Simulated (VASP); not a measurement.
# FeSi2 (P4/mmm) in VASP: single point with r2SCAN

Aim: the single point of FeSi2 with r2SCAN.

Everything below comes from runs of VASP 6.6.1. Logs are shortened: lines on timing, memory, paths and dates and some standing lists are left out, and cuts for length are marked.

## 1. The cell of the first run

Symmetry: P4/mmm, No. 123, tetragonal system. Conventional cell: a = 2.554 Å, b = 2.554 Å, c = 4.953 Å, α = 90.00°, β = 90.00°, γ = 90.00°. Fe (site symmetry 4/mmm) has 8 Si at 2.26 Å and 4 Fe at 2.55 Å within 3.0 Å. Si (site symmetry 4mm) has 6 Si at 2.23 to 2.72 Å and 4 Fe at 2.26 Å within 2.9 Å.

## 2. Single point, r2SCAN, collinear spin, ferromagnetic start (volume scaled by 0.88, then relaxed in part)

Input file POSCAR:

```
FeSi2
1.0
    2.5543791095      0.0000000000      0.0000000000
    0.0000000000      2.5543791095      0.0000000000
    0.0000000000      0.0000000000      4.9528918229
Fe Si
1 2
Direct
    0.0000000000      0.0000000000      0.0000000000
    0.5000000000      0.5000000000      0.2748722574
    0.5000000000      0.5000000000      0.7251277426
```

Input file INCAR.step1:

```
PREC = Accurate
ENCUT = 520
ISMEAR = 0
SIGMA = 0.1
LREAL = False
LASPH = True
NELM = 150
ISPIN = 2
MAGMOM = 0.18 0 0
LMAXMIX = 4
NBANDS = 19
GGA = PE
ALGO = Normal
EDIFF = 1E-4
LWAVE = True
LCHARG = False
```

Input file INCAR.step2:

```
PREC = Accurate
ENCUT = 520
EDIFF = 1E-6
ISMEAR = 0
SIGMA = 0.1
LREAL = False
LASPH = True
NELM = 150
ALGO = Normal
ISIF = 2
LWAVE = False
LCHARG = False
ISPIN = 2
MAGMOM = 0.18 0 0
LORBIT = 11
LMAXMIX = 4
METAGGA = R2SCAN
LMIXTAU = True
NBANDS = 19
ISTART = 1
```

Input file KPOINTS:

```
regular mesh
0
Gamma
  16 16 8
```

Potentials or basis: VASP PAW PBE potentials, release 64 (Fe, Si).

Command:

```bash
cat potpaw_PBE.64/Fe/POTCAR potpaw_PBE.64/Si/POTCAR > POTCAR
cp INCAR.step1 INCAR
mpirun -np 1 vasp_std > vasp.out
cp INCAR.step2 INCAR
mpirun -np 1 vasp_std > vasp.out
```

OUTCAR:

```text
PREC = Accurate
   ENCUT = 520
   EDIFF = 1E-6
   ISMEAR = 0
   LREAL = False
   LASPH = True
   NELM = 150
   ISIF = 2
   ISPIN = 2
   LORBIT = 11
   METAGGA = R2SCAN
   ISTART = 1

 ion  position               nearest neighbor table
   1  0.000  0.000  0.000-   2 2.26   3 2.26   2 2.26   3 2.26   2 2.26   3 2.26   2 2.26   3 2.26

   2  0.500  0.500  0.275-   3 2.23   1 2.26   1 2.26   1 2.26   1 2.26   3 2.72
   3  0.500  0.500  0.725-   2 2.23   1 2.26   1 2.26   1 2.26   1 2.26   2 2.72

  LATTYP: Found a simple tetragonal cell.
 ALAT       =     2.5543791095
 C/A-ratio  =     1.9389807114

  Lattice vectors:

 A1 = (   2.5543791095,   0.0000000000,   0.0000000000)
 A2 = (   0.0000000000,   2.5543791095,   0.0000000000)
 A3 = (   0.0000000000,   0.0000000000,   4.9528918229)

Analysis of symmetry for initial positions (statically):
=====================================================================
 Subroutine PRICEL returns:
 Original cell was already a primitive cell.

 Routine SETGRP: Setting up the symmetry group for a
 simple tetragonal supercell.

 Subroutine GETGRP returns: Found 16 space group operations
 (whereof 16 operations were pure point group operations)
 out of a pool of 16 trial point group operations.

The static configuration has the point symmetry D_4h.

Analysis of symmetry for dynamics (positions and initial velocities):
=====================================================================
 Subroutine PRICEL returns:
 Original cell was already a primitive cell.

 Routine SETGRP: Setting up the symmetry group for a
 simple tetragonal supercell.

 Subroutine GETGRP returns: Found 16 space group operations
 (whereof 16 operations were pure point group operations)
 out of a pool of 16 trial point group operations.

The dynamic configuration has the point symmetry D_4h.

Analysis of structural, dynamic, and magnetic symmetry:
=====================================================================
 Subroutine PRICEL returns:
 Original cell was already a primitive cell.

 Routine SETGRP: Setting up the symmetry group for a
 simple tetragonal supercell.

 Subroutine GETGRP returns: Found 16 space group operations
 (whereof 16 operations were pure point group operations)
 out of a pool of 16 trial point group operations.

The overall configuration has the point symmetry D_4h.

 Subroutine INISYM returns: Found 16 space group operations
 (whereof 16 operations are pure point group operations),
 and found     1 'primitive' translations

----------------------------------------------------------------------------------------

                                     Primitive cell

  volume of cell :      32.3169

  direct lattice vectors                    reciprocal lattice vectors
     2.554379110  0.000000000  0.000000000     0.391484567  0.000000000  0.000000000
     0.000000000  2.554379110  0.000000000     0.000000000  0.391484567  0.000000000
     0.000000000  0.000000000  4.952891823     0.000000000  0.000000000  0.201902249

  length of vectors
     2.554379110  2.554379110  4.952891823     0.391484567  0.391484567  0.201902249

  position of ions in fractional coordinates (direct lattice)
     0.000000000  0.000000000  0.000000000
     0.500000000  0.500000000  0.274872257
     0.500000000  0.500000000  0.725127743

  ion indices of the primitive-cell ions
   primitive index   ion index
                 1           1
                 2           2
                 3           3

----------------------------------------------------------------------------------------

 KPOINTS: regular mesh

Automatic generation of k-mesh.
 Grid dimensions read from file:
 generate k-points for:   16   16    8

 Generating k-lattice:

  Cartesian coordinates                     Fractional coordinates (reciprocal lattice)
     0.024467785  0.000000000  0.000000000     0.062500000  0.000000000  0.000000000
     0.000000000  0.024467785  0.000000000     0.000000000  0.062500000  0.000000000
     0.000000000  0.000000000  0.025237781     0.000000000  0.000000000  0.125000000

  Length of vectors
     0.024467785  0.024467785  0.025237781

  Shift w.r.t. Gamma in fractional coordinates (k-lattice)
     0.000000000  0.000000000  0.000000000

 Subroutine IBZKPT returns following result:
 ===========================================

 Found    225 irreducible k-points:

 Following reciprocal coordinates:
            Coordinates               Weight
  0.000000  0.000000  0.000000      1.000000
  0.062500  0.000000  0.000000      4.000000
  0.125000  0.000000  0.000000      4.000000
  0.187500  0.000000  0.000000      4.000000
  0.250000  0.000000  0.000000      4.000000
  0.312500  0.000000  0.000000      4.000000
[... 16 lines left out ...]
  0.437500  0.125000  0.000000      8.000000
  0.500000  0.125000  0.000000      4.000000
 [... further k-points ...]
   k-points           NKPTS =    225   k-points in BZ     NKDIM =    225   number of bands    NBANDS=     19
   number of dos      NEDOS =    301   number of ions     NIONS =      3
   total plane-waves  NPLWV =  16000
   dimension x,y,z NGX =    20 NGY =   20 NGZ =   40
   dimension x,y,z NGXF=    40 NGYF=   40 NGZF=   80
   ions per type =               1   2
   NGX,Y,Z   is equivalent  to a cutoff of  13.02, 13.02, 13.43 a.u.
   NGXF,Y,Z  is equivalent  to a cutoff of  26.03, 26.03, 26.85 a.u.
 SYSTEM =  unknown system
   PREC   = accura    normal or accurate (medium, high low for compatibility)
   ISTART =      1    job   : 0-new  1-cont  2-samecut
   ICHARG =      0    charge: 1-file 2-atom 10-const
   ISPIN  =      2    spin polarized calculation?
   LNONCOLLINEAR =      F non collinear calculations
   LSORBIT =      F    spin-orbit coupling
   LASPH  =      T    aspherical Exc in radial PAW
   ENCUT  =  520.0 eV  38.22 Ry    6.18 a.u.   4.75  4.75  9.21*2*pi/ulx,y,z
   NELM   =    150;   NELMIN=  2; NELMDL=  0     # of ELM steps
   EDIFF  = 0.1E-05   stopping-criterion for ELM
   LREAL  =      F    real-space projection
   EDIFFG = 0.1E-04   stopping-criterion for IOM
   NSW    =      0    number of steps for IOM
   IBRION =     -1    ionic relax: 0-MD 1-quasi-New 2-CG
   NFREE  =      0    steps in history (QN), initial steepest desc. (CG)
   ISIF   =      2    stress and relaxation
   ISYM   =      2    0-nonsym 1-usesym 2-fastsym
   POTIM  = 0.5000    time-step for ionic-motion
   TEBEG  =    0.0;   TEEND  =   0.0 temperature during run
   PSTRESS=    0.0 pullay stress
   NELECT =      16.0000    total number of electrons
   NUPDOWN=      -1.0000    fix difference up-down
   EMIN   =  10.00;   EMAX   =-10.00  energy-range for DOS
   EFERMI =   0.00;   METHOD = LEGACY
   ISMEAR =     0;   SIGMA  =   0.10  broadening in eV -4-tet -1-fermi 0-gaus
   EFERMI_NEDOS =   21; number of points for ismear=-14 and -15
   IALGO  =     38    algorithm
   IMIX   =      4    mixing-type and parameters
     AMIX     =   0.40;   BMIX     =  1.00
     AMIX_MAG =   1.60;   BMIX_MAG =  1.00
  volume/ion in A,a.u.               =      10.77        72.70
  Fermi-wavevector in a.u.,A,eV,Ry     =   1.295105  2.447394 22.821010  1.677297
  Thomas-Fermi vector in A             =   2.426646
   LORBIT       =     11    0 simple, 1 ext, 2 COOP (PROOUT), +10 PAW based schemes
   METAGGA = R2SCAN    functional components
   LHFCALC =     F    Hartree Fock is set to
   AEXX    =    0.0000 exact exchange contribution
   IVDW    =     0    specifies the selected vdW correction
   LEPSILON=     F    determine dielectric tensor
   LRPA    =     F    only Hartree local field effects (RPA)
 spin polarized calculation
 Gauss-broadening in eV      SIGMA  =   0.10
  energy-cutoff  :      520.00
  volume of cell :       32.32
 maximum number of plane-waves:       886
 NGX is ok and might be reduce to    20
   NGX =  9   NGY =  9   NGZ = 19

 number of electron      15.9999997 magnetization       0.0000871

 Free energy of the ion-electron system (eV)
  ---------------------------------------------------
  ext. energy  EPLUGINS =         0.00000000
  ---------------------------------------------------
  free energy    TOTEN  =       -32.15138495 eV

  energy without entropy =      -32.14636586  energy(sigma->0) =      -32.14887541

 E-fermi :  11.9249     XC(G=0): -13.5029

 val. band max:       11.9243771725   @ k =   0.5000   0.3125   0.0000
 cond. band min:      11.9267984453   @ k =   0.3750   0.3750   0.2500
 fundamental gap:      0.0024212727
 Fermi energy:        11.9249270457

 spin component 1

 k-point     1 :       0.0000    0.0000    0.0000
  band No.  band energies     occupation
      1      -4.0619      1.00000
      2       1.4595      1.00000
      3       2.4325      1.00000
      4       7.5995      1.00000
      5       9.6396      1.00000
      6      10.0200      1.00000
[... 11 lines left out ...]
     18      24.6892      0.00000
     19      28.7644      0.00000
[... 485 lines left out ...]
 k-point    24 :       0.5000    0.1250    0.0000
  band No.  band energies     occupation
      1       1.1287      1.00000
      2       2.8460      1.00000
      3       4.1646      1.00000
      4       6.4964      1.00000
      5       7.0231      1.00000
      6       8.3265      1.00000
[... 11 lines left out ...]
     18      26.1142      0.00000
     19      26.7609      0.00000

 [... further k-points ...]

 spin component 2

 k-point     1 :       0.0000    0.0000    0.0000
  band No.  band energies     occupation
      1      -4.0619      1.00000
      2       1.4595      1.00000
      3       2.4326      1.00000
      4       7.5996      1.00000
      5       9.6398      1.00000
      6      10.0201      1.00000
[... 11 lines left out ...]
     18      24.6893      0.00000
     19      28.7644      0.00000
[... 485 lines left out ...]
 k-point    24 :       0.5000    0.1250    0.0000
  band No.  band energies     occupation
      1       1.1287      1.00000
      2       2.8460      1.00000
      3       4.1646      1.00000
      4       6.4964      1.00000
      5       7.0231      1.00000
      6       8.3267      1.00000
[... 11 lines left out ...]
     18      26.1142      0.00000
     19      26.7610      0.00000

 [... further k-points ...]
[... 5 lines left out ...]
  --------------------------------------------------------------------------------------
  -------------------------------------------------------------------------------------
  Total        6.8290668      6.8290668      6.7240753      0.0000000      0.0000000     -0.0000000
  in kB      338.5652576    338.5652576    333.3600858      0.0000000      0.0000000     -0.0000000
  external PRESSURE =     336.8302003 kB  Pullay stress =       0.0000000 kB

 VOLUME and BASIS-vectors are now :
 -----------------------------------------------------------------------------
  energy-cutoff  :      520.00
  volume of cell :       32.32
      direct lattice vectors                 reciprocal lattice vectors
     2.554379110  0.000000000  0.000000000     0.391484567  0.000000000  0.000000000
     0.000000000  2.554379110  0.000000000     0.000000000  0.391484567  0.000000000
     0.000000000  0.000000000  4.952891823     0.000000000  0.000000000  0.201902249

 POSITION                                       TOTAL-FORCE (eV/Angst)
 -----------------------------------------------------------------------------------
      0.00000      0.00000      0.00000         0.000000     -0.000000      0.000000
      1.27719      1.27719      1.36141         0.000000      0.000000      0.056996
      1.27719      1.27719      3.59148        -0.000000     -0.000000     -0.056996
 -----------------------------------------------------------------------------------
    total drift:                               -0.000000     -0.000000      0.000000

  FREE ENERGIE OF THE ION-ELECTRON SYSTEM (eV)
  ---------------------------------------------------
  free  energy   TOTEN  =       -32.1513849539 eV

  energy  without entropy=      -32.1463658604  energy(sigma->0) =      -32.14887541

 total charge

# of ion       s       p       d       tot
------------------------------------------
    1        0.539   0.886   6.866   8.291
    2        0.732   1.005   0.000   1.737
    3        0.732   1.005   0.000   1.737
--------------------------------------------------
tot          2.003   2.897   6.866  11.765

 magnetization (x)

# of ion       s       p       d       tot
------------------------------------------
    1       -0.000  -0.000   0.000   0.000
    2       -0.000  -0.000   0.000  -0.000
    3       -0.000  -0.000   0.000  -0.000
--------------------------------------------------
tot         -0.000  -0.000   0.000   0.000
```

Wall time 12 min (1 thread of AMD EPYC 9R45 (Zen 5), shared host); peak memory 0.29 GiB.

Results:

```
Free energy                                           : -32.1514 eV
Pressure                                              : 33.7 GPa
Largest force                                         : 0.057 eV/Å
Band gap on the k mesh                                : zero (filled and empty bands overlap)
Net moment                                            : 0.00 μB per cell
Valence electrons inside the program's atomic spheres : Fe 8.29; Si 1.74
```

Forces on the atoms (eV/Å):
```
Fe   0.000  0.000  0.000
Si   0.000  0.000  0.057
Si   0.000  0.000 -0.057
```

Caveat: the PAW data sets were made with another functional, which shifts forces and pressure a little.
